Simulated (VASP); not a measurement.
# CoO (I4/mmm) in VASP: further runs

Runs on CoO. Level: PBE+U. Tasks: relaxation of shape and atoms at fixed volume, elastic constants, single point, phonons.

All numbers are computed with VASP 6.6.1; they aren't measurements. Logs are shortened: lines on timing, memory, paths and dates and some standing lists are left out, and cuts for length are marked.

## Step 1: The cell of the first run

The structure is tetragonal, space group I4/mmm (No. 139). Conventional cell: a = 2.967 Å, b = 2.967 Å, c = 4.485 Å, α = 90.00°, β = 90.00°, γ = 90.00°. Co (site symmetry 4/mmm) has 6 O at 2.10 to 2.24 Å within 2.8 Å. O (site symmetry 4/mmm) has 6 Co at 2.10 to 2.24 Å within 2.8 Å.

## Step 2: Relaxation of shape and atoms at fixed volume, PBE+U, collinear spin, ferromagnetic start (9.87 Å³/atom)

Input file INCAR:

```
ALGO = Normal
EDIFF = 1E-7
EDIFFG = -0.01
ENCUT = 600
GGA = PE
IBRION = 2
ISIF = 4
ISMEAR = 0
ISPIN = 2
LASPH = True
LCHARG = False
LDAU = True
LDAUJ = 0 0
LDAUL = 2 -1
LDAUPRINT = 1
LDAUTYPE = 2
LDAUU = 3.32 0
LMAXMIX = 4
LORBIT = 11
LREAL = False
LWAVE = False
MAGMOM = 2.84 0.26
NELM = 150
NSW = 50
PREC = Accurate
SIGMA = 0.01
```

Input file KPOINTS:

```
k-points
0
Gamma
  16 16 16
```

Input file POSCAR:

```
CoO
1.0
   -1.4837070096      1.4837070096      2.2424872705
    1.4837070096     -1.4837070096      2.2424872705
    1.4837070096      1.4837070096     -2.2424872705
Co O
1 1
Direct
    0.0000000000      0.0000000000      0.0000000000
    0.5000000000      0.5000000000      0.0000000000
```

Potentials or basis: VASP PAW PBE potentials, release 64 (Co, O).

Run with:

```
$ cat potpaw_PBE.64/Co/POTCAR potpaw_PBE.64/O/POTCAR > POTCAR
$ mpirun -np 1 vasp_std > vasp.out
```

OUTCAR:

```text
EDIFF = 1E-7
   EDIFFG = -0.01
   ENCUT = 600
   GGA = PE
   IBRION = 2
   ISIF = 4
   ISMEAR = 0
   ISPIN = 2
   LASPH = True
   LORBIT = 11
   LREAL = False
   NELM = 150
   NSW = 50
   PREC = Accurate

 ion  position               nearest neighbor table
   1  0.000  0.000  0.000-   2 2.10   2 2.10   2 2.10   2 2.10   2 2.24   2 2.24
   2  0.500  0.500  0.000-   1 2.10   1 2.10   1 2.10   1 2.10   1 2.24   1 2.24

  LATTYP: Found a body centered tetragonal cell.
 ALAT       =     2.9674140192
 C/A-ratio  =     1.5114084223

  Lattice vectors:

 A1 = (  -1.4837070096,   1.4837070096,   2.2424872705)
 A2 = (   1.4837070096,  -1.4837070096,   2.2424872705)
 A3 = (   1.4837070096,   1.4837070096,  -2.2424872705)

Analysis of symmetry for initial positions (statically):
=====================================================================
 Subroutine PRICEL returns:
 Original cell was already a primitive cell.

 Routine SETGRP: Setting up the symmetry group for a
 body centered tetragonal supercell.

 Subroutine GETGRP returns: Found 16 space group operations
 (whereof 16 operations were pure point group operations)
 out of a pool of 16 trial point group operations.

The static configuration has the point symmetry D_4h.

Analysis of symmetry for dynamics (positions and initial velocities):
=====================================================================
 Subroutine PRICEL returns:
 Original cell was already a primitive cell.

 Routine SETGRP: Setting up the symmetry group for a
 body centered tetragonal supercell.

 Subroutine GETGRP returns: Found 16 space group operations
 (whereof 16 operations were pure point group operations)
 out of a pool of 16 trial point group operations.

The dynamic configuration has the point symmetry D_4h.

Analysis of structural, dynamic, and magnetic symmetry:
=====================================================================
 Subroutine PRICEL returns:
 Original cell was already a primitive cell.

 Routine SETGRP: Setting up the symmetry group for a
 body centered tetragonal supercell.

 Subroutine GETGRP returns: Found 16 space group operations
 (whereof 16 operations were pure point group operations)
 out of a pool of 16 trial point group operations.

The overall configuration has the point symmetry D_4h.

 Subroutine INISYM returns: Found 16 space group operations
 (whereof 16 operations are pure point group operations),
 and found     1 'primitive' translations

----------------------------------------------------------------------------------------

                                     Primitive cell

  volume of cell :      19.7463

  direct lattice vectors                    reciprocal lattice vectors
    -1.483707010  1.483707010  2.242487270     0.000000000  0.336993757  0.222966706
     1.483707010 -1.483707010  2.242487270     0.336993757  0.000000000  0.222966706
     1.483707010  1.483707010 -2.242487270     0.336993757  0.336993757  0.000000000

  length of vectors
     3.071078335  3.071078335  3.071078335     0.404077894  0.404077894  0.476581142

  position of ions in fractional coordinates (direct lattice)
     0.000000000  0.000000000  0.000000000
     0.500000000  0.500000000  0.000000000

  ion indices of the primitive-cell ions
   primitive index   ion index
                 1           1
                 2           2

----------------------------------------------------------------------------------------

 KPOINTS: k-points

Automatic generation of k-mesh.
 Grid dimensions read from file:
 generate k-points for:   16   16   16

 Generating k-lattice:

[... 67 lines left out ...]
   ISIF   =      4    stress and relaxation
   ISYM   =      2    0-nonsym 1-usesym 2-fastsym
   POTIM  = 0.5000    time-step for ionic-motion
   TEBEG  =    0.0;   TEEND  =   0.0 temperature during run
   PSTRESS=    0.0 pullay stress
   NELECT =      15.0000    total number of electrons
   NUPDOWN=      -1.0000    fix difference up-down
   EMIN   =  10.00;   EMAX   =-10.00  energy-range for DOS
   EFERMI =   0.00;   METHOD = LEGACY
   ISMEAR =     0;   SIGMA  =   0.01  broadening in eV -4-tet -1-fermi 0-gaus
   EFERMI_NEDOS =   21; number of points for ismear=-14 and -15
   IALGO  =     38    algorithm
   IMIX   =      4    mixing-type and parameters
     AMIX     =   0.40;   BMIX     =  1.00
     AMIX_MAG =   1.60;   BMIX_MAG =  1.00
  volume/ion in A,a.u.               =       9.87        66.63
  Fermi-wavevector in a.u.,A,eV,Ry     =   1.493745  2.822769 30.358331  2.231274
  Thomas-Fermi vector in A             =   2.606106
   LORBIT       =     11    0 simple, 1 ext, 2 COOP (PROOUT), +10 PAW based schemes
 LDA+U is selected, type is set to LDAUTYPE =  2
   angular momentum for each species LDAUL =     2   -1
   U (eV)           for each species LDAUU =   3.3  0.0
   J (eV)           for each species LDAUJ =   0.0  0.0
   GGA     = PE    functional components
   LHFCALC =     F    Hartree Fock is set to
   AEXX    =    0.0000 exact exchange contribution
   IVDW    =     0    specifies the selected vdW correction
   LEPSILON=     F    determine dielectric tensor
   LRPA    =     F    only Hartree local field effects (RPA)
 conjugate gradient relaxation of ions
 spin polarized calculation
 Gauss-broadening in eV      SIGMA  =   0.01
  energy-cutoff  :      600.00
  volume of cell :       19.75
 maximum number of plane-waves:       670
 NGX is ok and might be reduce to    28
   NGX = 13   NGY = 13   NGZ = 13

--------------------------------------- Ionic step        1  -------------------------------------------

 number of electron      15.0000000 magnetization       2.9990654

 Free energy of the ion-electron system (eV)
  ---------------------------------------------------
  ext. energy  EPLUGINS =         0.00000000
  ---------------------------------------------------
  free energy    TOTEN  =       -11.93826346 eV

  energy without entropy =      -11.93825898  energy(sigma->0) =      -11.93826122

------------------------ aborting loop because EDIFF is reached ----------------------------------------

  FORCE on cell =-STRESS in cart. coord.  units (eV):
  Direction    XX          YY          ZZ          XY          YZ          ZX
  --------------------------------------------------------------------------------------
  -------------------------------------------------------------------------------------
  Total        0.2216352      0.2216352      0.1539031      0.0000000      0.0000000      0.0000000
  in kB       17.9830377     17.9830377     12.4873887      0.0000000      0.0000000      0.0000000
  external PRESSURE =      16.1511547 kB  Pullay stress =       0.0000000 kB
[... 53 lines left out ...]
  FREE ENERGIE OF THE ION-ELECTRON SYSTEM (eV)
  ---------------------------------------------------
  free  energy   TOTEN  =       -11.9383161893 eV

  energy  without entropy=      -11.9383123434  energy(sigma->0) =      -11.93831427

atom =   1  type =  1  l = 2

 onsite density matrix

spin component  1

  1.0181  0.0000 -0.0000 -0.0000  0.0000
  0.0000  0.9656 -0.0000 -0.0000  0.0000
 -0.0000 -0.0000  1.0018 -0.0000  0.0000
 -0.0000 -0.0000 -0.0000  0.9656 -0.0000
  0.0000  0.0000  0.0000 -0.0000  0.9723

spin component  2

  0.1684  0.0000  0.0000 -0.0000 -0.0000
  0.0000  0.9596 -0.0000 -0.0000  0.0000
  0.0000 -0.0000  0.0987 -0.0000 -0.0000
 -0.0000 -0.0000 -0.0000  0.9596  0.0000
 -0.0000  0.0000 -0.0000  0.0000  0.0437

 occupancies and eigenvectors

  o =  0.0437  v =  0.0000  0.0000  0.0000  0.0000  0.0000  0.0000  0.0000  0.0000 -0.0000 -1.0000      0.0000  0.0000  0.0000  0.0000  0.0000  0.0000  0.0000  0.0000  0.0000  0.0000
  o =  0.0987  v =  0.0000  0.0000  0.0000  0.0000  0.0000  0.0000  0.0000 -1.0000  0.0000 -0.0000      0.0000  0.0000  0.0000  0.0000  0.0000  0.0000  0.0000  0.0000  0.0000  0.0000
  o =  0.1684  v =  0.0000  0.0000  0.0000  0.0000  0.0000  1.0000  0.0000  0.0000  0.0000  0.0000      0.0000  0.0000  0.0000  0.0000  0.0000  0.0000  0.0000  0.0000  0.0000  0.0000
  o =  0.9596  v =  0.0000  0.0000  0.0000  0.0000  0.0000  0.0000 -0.5763 -0.0000  0.8172 -0.0000      0.0000  0.0000  0.0000  0.0000  0.0000  0.0000  0.0000  0.0000  0.0000  0.0000
  o =  0.9596  v =  0.0000  0.0000  0.0000  0.0000  0.0000  0.0000 -0.8172 -0.0000 -0.5763  0.0000      0.0000  0.0000  0.0000  0.0000  0.0000  0.0000  0.0000  0.0000  0.0000  0.0000
  o =  0.9656  v =  0.0000 -0.7799 -0.0000 -0.6259 -0.0000  0.0000  0.0000  0.0000  0.0000  0.0000      0.0000  0.0000  0.0000  0.0000  0.0000  0.0000  0.0000  0.0000  0.0000  0.0000
  o =  0.9656  v =  0.0000 -0.6259  0.0000  0.7799 -0.0000  0.0000  0.0000  0.0000  0.0000  0.0000      0.0000  0.0000  0.0000  0.0000  0.0000  0.0000  0.0000  0.0000  0.0000  0.0000
  o =  0.9723  v =  0.0000  0.0000 -0.0000  0.0000 -1.0000  0.0000  0.0000  0.0000  0.0000  0.0000      0.0000  0.0000  0.0000  0.0000  0.0000  0.0000  0.0000  0.0000  0.0000  0.0000
  o =  1.0018  v =  0.0000  0.0000 -1.0000  0.0000  0.0000  0.0000  0.0000  0.0000  0.0000  0.0000      0.0000  0.0000  0.0000  0.0000  0.0000  0.0000  0.0000  0.0000  0.0000  0.0000
  o =  1.0181  v =  1.0000  0.0000  0.0000  0.0000  0.0000  0.0000  0.0000  0.0000  0.0000  0.0000      0.0000  0.0000  0.0000  0.0000  0.0000  0.0000  0.0000  0.0000  0.0000  0.0000

--------------------------------------- Ionic step        3  -------------------------------------------

 number of electron      15.0000000 magnetization       2.9994513

 Free energy of the ion-electron system (eV)
  ---------------------------------------------------
  ext. energy  EPLUGINS =         0.00000000
  ---------------------------------------------------
  free energy    TOTEN  =       -11.93832610 eV

  energy without entropy =      -11.93832313  energy(sigma->0) =      -11.93832462

 E-fermi :   7.0365     XC(G=0): -12.2204

 val. band max:        7.0324893669   @ k =   0.5000  -0.0000   0.0000
 cond. band min:       7.0463839781   @ k =  -0.4375  -0.4375   0.4375
 fundamental gap:      0.0138946112
 Fermi energy:         7.0364950737

 spin component 1

 k-point     1 :       0.0000    0.0000    0.0000
  band No.  band energies     occupation
      1     -12.1836      1.00000
      2       1.7212      1.00000
      3       2.1710      1.00000
      4       2.9047      1.00000
      5       3.6543      1.00000
      6       3.6543      1.00000
      7       4.7047      1.00000
      8       4.7047      1.00000
      9       5.1141      1.00000
     10       8.6204      0.00000
     11      24.0237      0.00000
     12      24.4379      0.00000
[... 786 lines left out ...]
  FREE ENERGIE OF THE ION-ELECTRON SYSTEM (eV)
  ---------------------------------------------------
  free  energy   TOTEN  =       -11.9383261011 eV

  energy  without entropy=      -11.9383231301  energy(sigma->0) =      -11.93832462

 reached required accuracy - stopping structural energy minimisation

 total charge

# of ion       s       p       d       tot
------------------------------------------
    1        0.298   0.358   7.130   7.786
    2        1.548   3.457   0.000   5.004
--------------------------------------------------
tot          1.846   3.814   7.130  12.790

 magnetization (x)

# of ion       s       p       d       tot
------------------------------------------
    1        0.023   0.018   2.692   2.733
    2        0.022   0.195   0.000   0.218
--------------------------------------------------
tot          0.045   0.214   2.692   2.950
```

Wall time 4 min (1 thread of Intel Xeon 6975P-C (Granite Rapids), shared host); peak memory 0.33 GiB.

What came out:

- Free energy: -11.9383 eV
- Energy gained by relaxing: 0.0 meV/atom
- Ionic steps: 3
- Pressure after relaxing: 1.5 GPa
- Band gap on the k mesh: zero (filled and empty bands overlap)
- Net moment: 3.00 μB per cell
- Site moments: Co +2.73; O +0.22 μB
- Valence electrons inside the program's atomic spheres: Co 7.79; O 5.00

Stress tensor (GPa, compression positive):
```
1.48 0.00 0.00
0.00 1.48 0.00
0.00 0.00 1.57
```

Final structure:
```cif
data_structure
_symmetry_space_group_name_H-M 'P 1'
_symmetry_Int_Tables_number 1
_cell_length_a 3.0690
_cell_length_b 3.0690
_cell_length_c 3.0690
_cell_angle_alpha 122.105
_cell_angle_beta 122.105
_cell_angle_gamma 86.391
_cell_volume 19.75
loop_
_atom_site_label
_atom_site_type_symbol
_atom_site_fract_x
_atom_site_fract_y
_atom_site_fract_z
_atom_site_occupancy
Co1 Co 0.00000 0.00000 0.00000 1
O1 O 0.50000 0.50000 0.00000 1
```

Levels at points of the mesh, in eV from the Fermi level:
Spin up:
```tsv
k point	band 6	band 7	band 8	band 9	band 10	band 11	band 12	band 13
(0.00, 0.00, 0.00)	-3.38	-2.33	-2.33	-1.92	1.58	16.99	17.40	18.02
(0.50, 0.00, 0.00)	-2.88	-2.27	-0.04	0.00	5.63	9.84	13.22	14.55
(0.50, 0.50, 0.00)	-3.83	-3.59	-3.08	-2.61	6.35	10.63	11.39	15.63
(0.50, 0.50, 0.50)	-3.33	-3.26	-2.55	-2.55	6.21	10.03	11.46	16.69
```
Spin down:
| k point | band 2 | band 3 | band 4 | band 5 | band 6 | band 7 | band 8 | band 9 | band 10 | band 11 |
| --- | --- | --- | --- | --- | --- | --- | --- | --- | --- | --- |
| (0.00, 0.00, 0.00) | -1.91 | -1.91 | -1.88 | -1.88 | -1.57 | 1.02 | 1.28 | 1.81 | 2.95 | 17.43 |
| (0.50, 0.00, 0.00) | -6.78 | -3.78 | -3.46 | -1.09 | -0.55 | 2.32 | 3.90 | 4.60 | 5.99 | 10.68 |
| (0.50, 0.50, 0.00) | -5.52 | -3.34 | -2.91 | -2.75 | -1.00 | 2.09 | 2.57 | 3.16 | 7.35 | 11.13 |
| (0.50, 0.50, 0.50) | -5.52 | -2.90 | -2.90 | -0.94 | -0.94 | -0.03 | 1.62 | 3.48 | 7.34 | 10.39 |

Eigenvalues of the final occupation matrices:
| site | spin | trace | eigenvalues |
| --- | --- | --- | --- |
| site 1 d | 1 | 4.92 | 0.97 0.97 0.97 1.00 1.02 |
| site 1 d | 2 | 2.23 | 0.04 0.10 0.17 0.96 0.96 |

Caveat: a cell with one magnetic atom can't hold antiferromagnetic order, which such compounds often take.

[end of part 1 of 3]
